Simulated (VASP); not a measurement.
Input of a VASP 6.6.1 run:

The input POSCAR:

```
NaI
1.0
    0.0000000000      3.4709105245      3.6654435105
    3.4709105245      0.0000000000      3.6654435105
    3.4709105245      3.4709105245      0.0000000000
Na I
1 1
Direct
    0.0000000000      0.0000000000      0.0000000000
    0.2500000000      0.2500000000      0.2500000000
```

Contents of INCAR.step1:

```
SYSTEM = NaI
PREC     = Accurate       ! precision mode
ENCUT    = 520            ! plane-wave cutoff, eV
ISMEAR   = 0              ! smearing method
SIGMA    = 0.01           ! smearing width, eV
LREAL    = .False.        ! projectors in reciprocal space
LASPH    = .True.         ! aspherical terms in the spheres
NELM     = 100            ! most SCF steps
NBANDS   = 14             ! bands
GGA      = PE             ! functional
ALGO     = Normal         ! electronic algorithm
EDIFF    = 1E-4           ! SCF threshold, eV
LWAVE    = .True.         ! write WAVECAR
LCHARG   = .False.        ! write CHGCAR
```

The input INCAR.step2:

```
SYSTEM = NaI
PREC     = Accurate       ! precision mode
ENCUT    = 520            ! plane-wave cutoff, eV
EDIFF    = 1E-6           ! SCF threshold, eV
ISMEAR   = 0              ! smearing method
SIGMA    = 0.01           ! smearing width, eV
LREAL    = .False.        ! projectors in reciprocal space
LASPH    = .True.         ! aspherical terms in the spheres
NELM     = 100            ! most SCF steps
ALGO     = Normal         ! electronic algorithm
ISIF     = 2              ! what is computed and relaxed
LWAVE    = .False.        ! write WAVECAR
LCHARG   = .False.        ! write CHGCAR
METAGGA  = R2SCAN         ! meta-GGA
LMIXTAU  = .True.       
NBANDS   = 14             ! bands
ISTART   = 1
```

File KPOINTS:

```
Automatic mesh
0
Gamma
  6 6 6
  0 0 0
```

Potentials or basis: VASP PAW PBE potentials, release 64 (Na_pv, I).

Command:

```sh
$ cat potpaw_PBE.64/Na_pv/POTCAR potpaw_PBE.64/I/POTCAR > POTCAR
$ cp INCAR.step1 INCAR
$ mpirun -np 1 vasp_std > vasp.out
$ cp INCAR.step2 INCAR
$ mpirun -np 1 vasp_std > vasp.out
```

What does it give for the band gap on the k mesh?

4.41 eV, direct.

What does it give for the pressure?

0.0 GPa.

Stress tensor (GPa, compression positive):
```
 0.06  0.00  0.00
 0.00  0.06  0.00
 0.00  0.00 -0.07
```

Caveat: the cell differs from its parent crystal (epitaxial xy strain -2.0%); the PAW data sets were made with another functional, which shifts forces and pressure a little; spin-orbit coupling is left out, which moves the levels of the heavy elements.
